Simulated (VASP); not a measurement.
# SnO2 (Pnnm) in VASP: a series of runs

The runs below take SnO2 through single point, with PBEsol.

Program: VASP 6.6.1. These are calculated values, not measurements. Logs are shortened: lines on timing, memory, paths and dates and some standing lists are left out, and cuts for length are marked.

## Step 1: The cell of the first run

It takes space group Pnnm (No. 58, orthorhombic). The conventional cell has a = 4.756 Å, b = 4.834 Å, c = 3.219 Å, α = 90.00°, β = 90.00°, γ = 90.00°. Within 2.8 Å of Sn (site symmetry 2/m) lie 6 O at 2.08 Å. O (site symmetry m) has 3 Sn at 2.08 Å and 1 O at 2.63 Å within 2.8 Å.

## Step 2: Single point, PBEsol

File INCAR:

```
SYSTEM = SnO2
PREC = Accurate
ENCUT = 520
EDIFF = 1E-7
ISMEAR = 0
SIGMA = 0.01
LREAL = .False.
LASPH = .True.
NELM = 100
ALGO = Normal
ISIF = 2
LWAVE = .False.
LCHARG = .False.
GGA = PS
NBANDS = 35
```

File KPOINTS:

```
Automatic mesh
0
Gamma
  4 4 6
  0 0 0
```

File POSCAR:

```
SnO2
1.0
    4.7558687767      0.0000000000      0.0000000000
    0.0000000000      4.8339193917      0.0000000000
    0.0000000000      0.0000000000      3.2191463513
Sn O
2 4
Direct
    0.5000000000      0.5000000000      0.5000000000
    0.0000000000      0.0000000000      0.0000000000
    0.2918550000      0.3210420000      0.0000000000
    0.7918550000      0.1789580000      0.5000000000
    0.2081450000      0.8210420000      0.5000000000
    0.7081450000      0.6789580000      0.0000000000
```

Potentials or basis: VASP PAW PBE potentials, release 64 (Sn_d, O).

Run with:

```sh
$ cat potpaw_PBE.64/Sn_d/POTCAR potpaw_PBE.64/O/POTCAR > POTCAR
$ mpirun -np 1 vasp_std > vasp.out
```

OUTCAR:

```text
SYSTEM = SnO2
   PREC = Accurate
   ENCUT = 520
   EDIFF = 1E-7
   ISMEAR = 0
   LREAL = .False.
   LASPH = .True.
   NELM = 100
   ISIF = 2
   GGA = PS

 ion  position               nearest neighbor table
   1  0.500  0.500  0.500-   3 2.08   6 2.08   3 2.08   6 2.08   5 2.08   4 2.08   2 3.75   2 3.75
                             2 3.75   2 3.75   2 3.75   2 3.75   2 3.75   2 3.75
   2  0.000  0.000  0.000-   4 2.08   5 2.08   4 2.08   5 2.08   3 2.08   6 2.08   1 3.75   1 3.75
                             1 3.75   1 3.75   1 3.75   1 3.75   1 3.75   1 3.75
   3  0.292  0.321  0.000-   1 2.08   1 2.08   2 2.08
   4  0.792  0.179  0.500-   2 2.08   2 2.08   1 2.08
   5  0.208  0.821  0.500-   2 2.08   2 2.08   1 2.08
   6  0.708  0.679  0.000-   1 2.08   1 2.08   2 2.08

  LATTYP: Found a simple orthorhombic cell.
 ALAT       =     3.2191463513
 B/A-ratio  =     1.4773695439
 C/A-ratio  =     1.5016152931

  Lattice vectors:

 A1 = (   0.0000000000,   0.0000000000,   3.2191463513)
 A2 = (   4.7558687767,   0.0000000000,   0.0000000000)
 A3 = (   0.0000000000,   4.8339193917,   0.0000000000)

Analysis of symmetry for initial positions (statically):
=====================================================================
 Subroutine PRICEL returns:
 Original cell was already a primitive cell.

 Routine SETGRP: Setting up the symmetry group for a
 simple orthorhombic supercell.

 Subroutine GETGRP returns: Found  8 space group operations
 (whereof  4 operations were pure point group operations)
 out of a pool of  8 trial point group operations.

The static configuration has the point symmetry C_2h.
 The point group associated with its full space group is D_2h.

Analysis of symmetry for dynamics (positions and initial velocities):
=====================================================================
 Subroutine PRICEL returns:
 Original cell was already a primitive cell.

 Routine SETGRP: Setting up the symmetry group for a
 simple orthorhombic supercell.

 Subroutine GETGRP returns: Found  8 space group operations
 (whereof  4 operations were pure point group operations)
 out of a pool of  8 trial point group operations.

The dynamic configuration has the point symmetry C_2h.
 The point group associated with its full space group is D_2h.

 Subroutine INISYM returns: Found  8 space group operations
 (whereof  4 operations are pure point group operations),
 and found     1 'primitive' translations

----------------------------------------------------------------------------------------

                                     Primitive cell

  volume of cell :      74.0065

  direct lattice vectors                    reciprocal lattice vectors
     4.755868777  0.000000000  0.000000000     0.210266525  0.000000000  0.000000000
     0.000000000  4.833919392  0.000000000     0.000000000  0.206871468  0.000000000
     0.000000000  0.000000000  3.219146351     0.000000000  0.000000000  0.310641360

  length of vectors
     4.755868777  4.833919392  3.219146351     0.210266525  0.206871468  0.310641360

  position of ions in fractional coordinates (direct lattice)
     0.500000000  0.500000000  0.500000000
     0.000000000  0.000000000  0.000000000
     0.291855000  0.321042000  0.000000000
     0.791855000  0.178958000  0.500000000
     0.208145000  0.821042000  0.500000000
     0.708145000  0.678958000  0.000000000

  ion indices of the primitive-cell ions
   primitive index   ion index
                 1           1
                 2           2
                 3           3
                 4           4
                 5           5
                 6           6

----------------------------------------------------------------------------------------

 KPOINTS: Automatic mesh

Automatic generation of k-mesh.
 Grid dimensions read from file:
 generate k-points for:    4    4    6

 Generating k-lattice:

  Cartesian coordinates                     Fractional coordinates (reciprocal lattice)
     0.052566631  0.000000000  0.000000000     0.250000000  0.000000000  0.000000000
     0.000000000  0.051717867  0.000000000     0.000000000  0.250000000  0.000000000
     0.000000000  0.000000000  0.051773560     0.000000000  0.000000000  0.166666667

  Length of vectors
     0.052566631  0.051717867  0.051773560

  Shift w.r.t. Gamma in fractional coordinates (k-lattice)
     0.000000000  0.000000000  0.000000000

 Subroutine IBZKPT returns following result:
 ===========================================

 Found     36 irreducible k-points:

 Following reciprocal coordinates:
            Coordinates               Weight
  0.000000  0.000000  0.000000      1.000000
  0.250000  0.000000  0.000000      2.000000
  0.500000  0.000000  0.000000      1.000000
  0.000000  0.250000  0.000000      2.000000
  0.250000  0.250000  0.000000      4.000000
  0.500000  0.250000  0.000000      2.000000
[... 16 lines left out ...]
  0.250000  0.250000  0.333333      8.000000
  0.500000  0.250000  0.333333      4.000000
 [... further k-points ...]
   k-points           NKPTS =     36   k-points in BZ     NKDIM =     36   number of bands    NBANDS=     35
   number of dos      NEDOS =    301   number of ions     NIONS =      6
   total plane-waves  NPLWV =  31104
   dimension x,y,z NGX =    36 NGY =   36 NGZ =   24
   dimension x,y,z NGXF=    72 NGYF=   72 NGZF=   48
   ions per type =               2   4
   NGX,Y,Z   is equivalent  to a cutoff of  12.58, 12.38, 12.39 a.u.
   NGXF,Y,Z  is equivalent  to a cutoff of  25.17, 24.76, 24.79 a.u.
 SYSTEM =  SnO2
   PREC   = accura    normal or accurate (medium, high low for compatibility)
   ISTART =      0    job   : 0-new  1-cont  2-samecut
   ICHARG =      2    charge: 1-file 2-atom 10-const
   ISPIN  =      1    spin polarized calculation?
   LNONCOLLINEAR =      F non collinear calculations
   LSORBIT =      F    spin-orbit coupling
   LASPH  =      T    aspherical Exc in radial PAW
   ENCUT  =  520.0 eV  38.22 Ry    6.18 a.u.   8.84  8.99  5.99*2*pi/ulx,y,z
   NELM   =    100;   NELMIN=  2; NELMDL= -5     # of ELM steps
   EDIFF  = 0.1E-06   stopping-criterion for ELM
   LREAL  =      F    real-space projection
   EDIFFG = 0.1E-05   stopping-criterion for IOM
   NSW    =      0    number of steps for IOM
   IBRION =     -1    ionic relax: 0-MD 1-quasi-New 2-CG
   NFREE  =      0    steps in history (QN), initial steepest desc. (CG)
   ISIF   =      2    stress and relaxation
   ISYM   =      2    0-nonsym 1-usesym 2-fastsym
   POTIM  = 0.5000    time-step for ionic-motion
   TEBEG  =    0.0;   TEEND  =   0.0 temperature during run
   PSTRESS=    0.0 pullay stress
   NELECT =      52.0000    total number of electrons
   NUPDOWN=      -1.0000    fix difference up-down
   EMIN   =  10.00;   EMAX   =-10.00  energy-range for DOS
   EFERMI =   0.00;   METHOD = LEGACY
   ISMEAR =     0;   SIGMA  =   0.01  broadening in eV -4-tet -1-fermi 0-gaus
   EFERMI_NEDOS =   21; number of points for ismear=-14 and -15
   IALGO  =     38    algorithm
   IMIX   =      4    mixing-type and parameters
     AMIX     =   0.40;   BMIX     =  1.00
     AMIX_MAG =   1.60;   BMIX_MAG =  1.00
  volume/ion in A,a.u.               =      12.33        83.24
  Fermi-wavevector in a.u.,A,eV,Ry     =   1.455412  2.750330 28.820188  2.118224
  Thomas-Fermi vector in A             =   2.572450
   LORBIT       =      0    0 simple, 1 ext, 2 COOP (PROOUT), +10 PAW based schemes
   GGA     = PS    functional components
   LHFCALC =     F    Hartree Fock is set to
   AEXX    =    0.0000 exact exchange contribution
   IVDW    =     0    specifies the selected vdW correction
   LEPSILON=     F    determine dielectric tensor
   LRPA    =     F    only Hartree local field effects (RPA)
 non-spin polarized calculation
 Gauss-broadening in eV      SIGMA  =   0.01
  energy-cutoff  :      520.00
  volume of cell :       74.01
 maximum number of plane-waves:      2016
 NGX is ok and might be reduce to    36
   NGX = 17   NGY = 17   NGZ = 11

 number of electron      52.0000010 magnetization

 Free energy of the ion-electron system (eV)
  ---------------------------------------------------
  ext. energy  EPLUGINS =         0.00000000
  ---------------------------------------------------
  free energy    TOTEN  =       -39.65312466 eV

  energy without entropy =      -39.65312466  energy(sigma->0) =      -39.65312466

 E-fermi :   5.5903     XC(G=0): -11.3598

 val. band max:        5.5351627879   @ k =   0.0000   0.0000   0.0000
 cond. band min:       6.4397066344   @ k =   0.0000   0.0000   0.0000
 fundamental gap:      0.9045438465
 Fermi energy:         5.5902507943

 k-point     1 :       0.0000    0.0000    0.0000
  band No.  band energies     occupation
      1     -15.3492      2.00000
      2     -14.6432      2.00000
      3     -14.4130      2.00000
      4     -14.3891      2.00000
      5     -14.3852      2.00000
      6     -14.3128      2.00000
[... 27 lines left out ...]
     34      17.3731      0.00000
     35      17.6591      0.00000

 k-point     2 :       0.2500    0.0000    0.0000
  band No.  band energies     occupation
      1     -15.2611      2.00000
      2     -14.7466      2.00000
      3     -14.4114      2.00000
      4     -14.3853      2.00000
      5     -14.3824      2.00000
      6     -14.3694      2.00000
[... 27 lines left out ...]
     34      17.5314      0.00000
     35      17.8078      0.00000

 k-point     3 :       0.5000    0.0000    0.0000
  band No.  band energies     occupation
      1     -15.0219      2.00000
      2     -15.0219      2.00000
      3     -14.4041      2.00000
      4     -14.4041      2.00000
      5     -14.3805      2.00000
      6     -14.3805      2.00000
[... 27 lines left out ...]
     34      17.6579      0.00000
     35      17.9832      0.00000
[... 723 lines left out ...]
 k-point    23 :       0.2500    0.2500    0.3333
  band No.  band energies     occupation
      1     -15.1628      2.00000
      2     -14.9704      2.00000
      3     -14.7817      2.00000
      4     -14.4193      2.00000
      5     -14.2733      2.00000
      6     -14.2504      2.00000
[... 27 lines left out ...]
     34      17.3334      0.00000
     35      17.5402      0.00000

 k-point    24 :       0.5000    0.2500    0.3333
  band No.  band energies     occupation
      1     -15.0946      2.00000
      2     -15.0946      2.00000
      3     -14.5968      2.00000
      4     -14.5968      2.00000
      5     -14.2641      2.00000
      6     -14.2641      2.00000
[... 27 lines left out ...]
     34      16.7766      0.00000
     35      18.0906      0.00000

 [... further k-points ...]
[... 5 lines left out ...]
  --------------------------------------------------------------------------------------
  -------------------------------------------------------------------------------------
  Total       -0.9588042     -1.0852049     -0.9366703      0.0000000      0.0000000      0.0000000
  in kB      -20.7572837    -23.4937496    -20.2781032      0.0000000      0.0000000      0.0000000
  external PRESSURE =     -21.5097122 kB  Pullay stress =       0.0000000 kB

 VOLUME and BASIS-vectors are now :
 -----------------------------------------------------------------------------
  energy-cutoff  :      520.00
  volume of cell :       74.01
      direct lattice vectors                 reciprocal lattice vectors
     4.755868777  0.000000000  0.000000000     0.210266525  0.000000000  0.000000000
     0.000000000  4.833919392  0.000000000     0.000000000  0.206871468  0.000000000
     0.000000000  0.000000000  3.219146351     0.000000000  0.000000000  0.310641360

 POSITION                                       TOTAL-FORCE (eV/Angst)
 -----------------------------------------------------------------------------------
      2.37793      2.41696      1.60957         0.000000      0.000000      0.000000
      0.00000      0.00000      0.00000         0.000000      0.000000      0.000000
      1.38802      1.55189      0.00000         0.040199     -0.055451      0.000000
      3.76596      0.86507      1.60957         0.040199      0.055451      0.000000
      0.98991      3.96885      1.60957        -0.040199     -0.055451      0.000000
      3.36784      3.28203      0.00000        -0.040199      0.055451      0.000000
 -----------------------------------------------------------------------------------
    total drift:                                0.000000      0.000000      0.000000

  FREE ENERGIE OF THE ION-ELECTRON SYSTEM (eV)
  ---------------------------------------------------
  free  energy   TOTEN  =       -39.6531246572 eV

  energy  without entropy=      -39.6531246572  energy(sigma->0) =      -39.65312466
```

It took 30 s on 1 thread of Intel Xeon 6975P-C (Granite Rapids), shared host; peak memory 0.21 GiB.

What came out:

```
Free energy            : -39.6531 eV
Pressure               : -2.2 GPa
Largest force          : 0.068 eV/Å
Band gap on the k mesh : 0.90 eV, direct
```

Forces on the atoms (eV/Å):
```
Sn   0.000  0.000  0.000
Sn   0.000  0.000  0.000
O    0.040 -0.055  0.000
O    0.040  0.055  0.000
O   -0.040 -0.055  0.000
O   -0.040  0.055  0.000
```

Levels at points of the mesh, in eV from the valence-band top:
```csv
k point,band 22,band 23,band 24,band 25,band 26,band 27,band 28,band 29,band 30,band 31
"(0.00, 0.00, 0.00)",-1.19,-1.15,-0.66,-0.65,0.00,0.90,5.80,6.01,6.17,10.21
"(0.50, 0.00, 0.00)",-1.76,-1.13,-1.13,-0.46,-0.46,3.98,3.98,6.60,6.60,10.61
"(0.00, 0.50, 0.00)",-1.96,-1.12,-1.12,-0.58,-0.58,4.14,4.14,7.06,7.06,10.42
"(0.50, 0.50, 0.00)",-1.87,-1.25,-1.25,-0.76,-0.76,4.47,4.47,7.20,7.20,10.58
"(0.00, 0.00, 0.50)",-2.56,-1.52,-1.52,-1.09,-1.09,5.78,5.78,9.40,9.40,10.31
"(0.50, 0.00, 0.50)",-1.77,-0.87,-0.87,-0.72,-0.72,6.09,6.09,7.78,7.78,10.45
"(0.00, 0.50, 0.50)",-1.46,-1.09,-1.09,-0.61,-0.61,5.99,5.99,7.56,7.56,10.93
"(0.50, 0.50, 0.50)",-2.38,-0.87,-0.87,-0.70,-0.70,4.51,4.51,8.61,8.61,10.70
```

Caveat: the PAW data sets were made with another functional, which shifts forces and pressure a little; spin-orbit coupling is left out, which moves the levels of the heavy elements. Expect the measured gap to be larger: semilocal functionals such as PBEsol lack the derivative discontinuity.

(Continued in part 2 of 2.)
